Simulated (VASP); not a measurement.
# HgTe: single point with LDA

The system is HgTe.

```xyz
2
Lattice="0.0000 3.1913 3.2235 3.1913 0.0000 3.2235 3.1913 3.1913 0.0000" Properties=species:S:1:pos:R:3 pbc="T T T"
Hg    0.0000    0.0000    0.0000
Te    4.7869    4.7869    4.8353
```

This cell differs from its parent crystal: equal xx and yy strain of -1 %.

* Program: VASP 6.6.1
* Task: single point
* Functional: LDA
* Potentials or basis: VASP PAW LDA potentials, release 64 (Hg, Te)
* Cutoff: 520 eV
* k mesh: 11 × 11 × 11
* Occupations: fermi-dirac, width 0.03 eV
* Spin: no spin polarisation

* Pressure: 1.0 GPa
* Band gap on the k mesh: zero (filled and empty bands touch)

Stress tensor (GPa, compression positive):
```
1.04 0.00 0.00
0.00 1.04 0.00
0.00 0.00 0.88
```

Levels at points of the mesh, in eV from the Fermi level:
```
           k point  band 5  band 6  band 7  band 8  band 9  band 10  band 11  band 12  band 13  band 14
(0.00, 0.00, 0.00)   -7.01   -7.00   -0.83   -0.06   -0.02    -0.02     4.07     4.07     4.08     6.20
```

Run time: 55 s on 1 thread of AMD EPYC 9R45 96-Core Processor (Zen 5), on a shared host, peak memory 0.24 GiB.

Caveat: the cell differs from its parent crystal (equal xx and yy strain of -1 %); semilocal functionals underestimate gaps, so a narrow gap can read as zero; spin-orbit coupling is left out, which moves the levels of the heavy elements.
